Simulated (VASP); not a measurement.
# Ti3Al (P-6m2) in VASP: a series of runs, part 2 of 2

VASP 6.6.1. The steps go on from the part before.

## (4) Single point, PBE

This run uses another cell than the first one, of the same volume but with other edges.

Contents of INCAR:

```
PREC = Accurate
ENCUT = 520
EDIFF = 1E-6
ISMEAR = 0
SIGMA = 0.15
LREAL = False
LASPH = True
NELM = 60
ALGO = Fast
ISIF = 2
LWAVE = False
LCHARG = True
GGA = PE
LELF = True
LVHAR = True
NBANDS = 28
```

Contents of KPOINTS:

```
Automatic mesh
0
Gamma
  15 15 6
```

Contents of POSCAR:

```
Ti3Al
1.0
    2.9562683061      0.0000000000      0.0000000000
   -1.4781341530      2.5602034534      0.0000000000
    0.0000000000      0.0000000000      9.0665792679
Ti Al
3 1
Direct
    0.6666666667      0.3333333333      0.0000000000
    0.3333333333      0.6666666667      0.7450413502
    0.3333333333      0.6666666667      0.2549586498
    0.6666666667      0.3333333333      0.5000000000
```

Potentials or basis: VASP PAW PBE potentials, release 64 (Ti_sv, Al).

Started as:

```bash
$ cat potpaw_PBE.64/Ti_sv/POTCAR potpaw_PBE.64/Al/POTCAR > POTCAR
$ mpirun -np 1 vasp_std > vasp.out
```

OUTCAR:

```text
PREC = Accurate
   ENCUT = 520
   EDIFF = 1E-6
   ISMEAR = 0
   LREAL = False
   LASPH = True
   NELM = 60
   ISIF = 2
   GGA = PE

 ion  position               nearest neighbor table
   1  0.667  0.333  0.000-   2 2.87   3 2.87   2 2.87   3 2.87   2 2.87   3 2.87
   2  0.333  0.667  0.745-   4 2.80   4 2.80   4 2.80   1 2.87   1 2.87   1 2.87
   3  0.333  0.667  0.255-   4 2.80   4 2.80   4 2.80   1 2.87   1 2.87   1 2.87
   4  0.667  0.333  0.500-   2 2.80   3 2.80   2 2.80   3 2.80   2 2.80   3 2.80

  LATTYP: Found a hexagonal cell.
 ALAT       =     2.9562683061
 C/A-ratio  =     3.0669000000

  Lattice vectors:

 A1 = (   2.9562683061,   0.0000000000,   0.0000000000)
 A2 = (  -1.4781341530,   2.5602034534,   0.0000000000)
 A3 = (   0.0000000000,   0.0000000000,   9.0665792679)

Analysis of symmetry for initial positions (statically):
=====================================================================
 Subroutine PRICEL returns:
 Original cell was already a primitive cell.

 Routine SETGRP: Setting up the symmetry group for a
 hexagonal supercell.

 Subroutine GETGRP returns: Found 12 space group operations
 (whereof 12 operations were pure point group operations)
 out of a pool of 24 trial point group operations.

The static configuration has the point symmetry D_3h.

Analysis of symmetry for dynamics (positions and initial velocities):
=====================================================================
 Subroutine PRICEL returns:
 Original cell was already a primitive cell.

 Routine SETGRP: Setting up the symmetry group for a
 hexagonal supercell.

 Subroutine GETGRP returns: Found 12 space group operations
 (whereof 12 operations were pure point group operations)
 out of a pool of 24 trial point group operations.

The dynamic configuration has the point symmetry D_3h.

 Subroutine INISYM returns: Found 12 space group operations
[... 113 lines left out ...]
   NUPDOWN=      -1.0000    fix difference up-down
   EMIN   =  10.00;   EMAX   =-10.00  energy-range for DOS
   EFERMI =   0.00;   METHOD = LEGACY
   ISMEAR =     0;   SIGMA  =   0.15  broadening in eV -4-tet -1-fermi 0-gaus
   EFERMI_NEDOS =   21; number of points for ismear=-14 and -15
   IALGO  =     68    algorithm
   IMIX   =      4    mixing-type and parameters
     AMIX     =   0.40;   BMIX     =  1.00
     AMIX_MAG =   1.60;   BMIX_MAG =  1.00
  volume/ion in A,a.u.               =      17.16       115.77
  Fermi-wavevector in a.u.,A,eV,Ry     =   1.356050  2.562563 25.019375  1.838872
  Thomas-Fermi vector in A             =   2.483086
   LORBIT       =      0    0 simple, 1 ext, 2 COOP (PROOUT), +10 PAW based schemes
   GGA     = PE    functional components
   LHFCALC =     F    Hartree Fock is set to
   AEXX    =    0.0000 exact exchange contribution
   IVDW    =     0    specifies the selected vdW correction
   LEPSILON=     F    determine dielectric tensor
   LRPA    =     F    only Hartree local field effects (RPA)
 non-spin polarized calculation
 RMM-DIIS sequential band-by-band and
 Gauss-broadening in eV      SIGMA  =   0.15
  energy-cutoff  :      520.00
  volume of cell :       68.62
 maximum number of plane-waves:      1905
 NGX is ok and might be reduce to    24

 number of electron      39.0000001 magnetization

 Free energy of the ion-electron system (eV)
  ---------------------------------------------------
  ext. energy  EPLUGINS =         0.00000000
  ---------------------------------------------------
  free energy    TOTEN  =       -27.74931471 eV

  energy without entropy =      -27.70565401  energy(sigma->0) =      -27.72748436

 E-fermi :   7.9373     XC(G=0): -11.1862

 val. band max:        7.9372168467   @ k =   0.1333   0.0000   0.5000
 cond. band min:       7.9530943358   @ k =   0.1333   0.0000   0.3333
 fundamental gap:      0.0158774891
 Fermi energy:         7.9373212475

 k-point     1 :       0.0000    0.0000    0.0000
  band No.  band energies     occupation
      1     -48.8137      2.00000
      2     -48.7347      2.00000
      3     -48.7044      2.00000
      4     -25.3081      2.00000
      5     -25.0501      2.00000
      6     -24.8068      2.00000
[... 733 lines left out ...]
     27      10.8025      0.00000
     28      11.2723      0.00000

 [... further k-points ...]
[... 5 lines left out ...]
  --------------------------------------------------------------------------------------
  -------------------------------------------------------------------------------------
  Total       -0.6439716     -0.6439716      1.4387823     -0.0000000      0.0000000      0.0000000
  in kB      -15.0354191    -15.0354191     33.5926212     -0.0000000      0.0000000      0.0000000
  external PRESSURE =       1.1739276 kB  Pullay stress =       0.0000000 kB

 VOLUME and BASIS-vectors are now :
 -----------------------------------------------------------------------------
  energy-cutoff  :      520.00
  volume of cell :       68.62
      direct lattice vectors                 reciprocal lattice vectors
     2.956268306  0.000000000  0.000000000     0.338264290  0.195296979  0.000000000
    -1.478134153  2.560203453  0.000000000     0.000000000  0.390593958  0.000000000
     0.000000000  0.000000000  9.066579268     0.000000000  0.000000000  0.110295181

 POSITION                                       TOTAL-FORCE (eV/Angst)
 -----------------------------------------------------------------------------------
      1.47813      0.85340      0.00000        -0.000000     -0.000000      0.000000
     -0.00000      1.70680      6.75498         0.000000     -0.000000      0.463948
     -0.00000      1.70680      2.31160         0.000000      0.000000     -0.463948
      1.47813      0.85340      4.53329        -0.000000     -0.000000      0.000000
 -----------------------------------------------------------------------------------
    total drift:                                0.000000     -0.000000      0.000000

  FREE ENERGIE OF THE ION-ELECTRON SYSTEM (eV)
  ---------------------------------------------------
  free  energy   TOTEN  =       -27.7493147138 eV

  energy  without entropy=      -27.7056540061  energy(sigma->0) =      -27.72748436
```

OSZICAR:

```text
N       E                     dE             d eps       ncg     rms          rms(c)
DAV:   1     0.469246528233E+03    0.46925E+03   -0.19605E+04  6056   0.162E+03
DAV:   2     0.261721092426E+02   -0.44307E+03   -0.43510E+03  6140   0.496E+02
DAV:   3    -0.258001057750E+02   -0.51972E+02   -0.50702E+02 10512   0.143E+02
[... 35 lines left out ...]
RMM:  39    -0.277493113896E+02   -0.14144E-05   -0.20677E-05  7191   0.162E-02    0.632E-03
RMM:  40    -0.277493122154E+02   -0.82587E-06   -0.17622E-05  7387   0.160E-02    0.301E-03
RMM:  41    -0.277493132925E+02   -0.10770E-05   -0.13266E-05  6482   0.124E-02    0.264E-03
RMM:  42    -0.277493139935E+02   -0.70102E-06   -0.11226E-05  6723   0.123E-02    0.107E-03
RMM:  43    -0.277493147138E+02   -0.72030E-06   -0.95657E-06  6186   0.106E-02
   1 F= -.27749315E+02 E0= -.27727484E+02  d E =-.436607E-01
```

Run time: 18 min. Hardware: 1 thread of Intel Xeon 8259CL, shared host; peak memory 0.32 GiB.

What came out:

```
Free energy            : -27.7493 eV
Pressure               : 0.1 GPa
Largest force          : 0.464 eV/Å
Band gap on the k mesh : zero (an odd number of electrons rules out a gap without spin polarisation)
```

Forces on the atoms (eV/Å):
```
Ti   0.000  0.000  0.000
Ti   0.000  0.000  0.464
Ti   0.000  0.000 -0.464
Al   0.000  0.000  0.000
```

## (5) Overview

| cell | gap on the mesh (eV) | pressure (GPa) | largest force (eV/Å) |
| --- | --- | --- | --- |
| a = 2.856, b = 2.856, c = 9.718 Å, angles 90.0, 90.0, 120.0°, 4 atoms, atomic positions A | none | -0.2 | 0.72 |
| a = 2.956, b = 2.956, c = 9.067 Å, angles 90.0, 90.0, 120.0°, 4 atoms, atomic positions B | none | 1.4 | 1.28 |
| a = 2.956, b = 2.956, c = 9.067 Å, angles 90.0, 90.0, 120.0°, 4 atoms, atomic positions C | none | 0.1 | 0.46 |

Alike in all rows: task single point; level PBE; potentials or basis VASP PAW PBE potentials, release 64 (Ti_sv, Al); no spin polarisation; k mesh 15 × 15 × 6; cutoff (eV) 520; smearing gaussian 0.15 eV.

Caveats: the stress differs along the axes, from -4 to 2 GPa (at least some runs); forces of over 1 eV/Å act on the atoms, so gaps and moduli don't describe the material at rest (at least some runs).

Absolute energies hang on the potentials; compare differences alone.
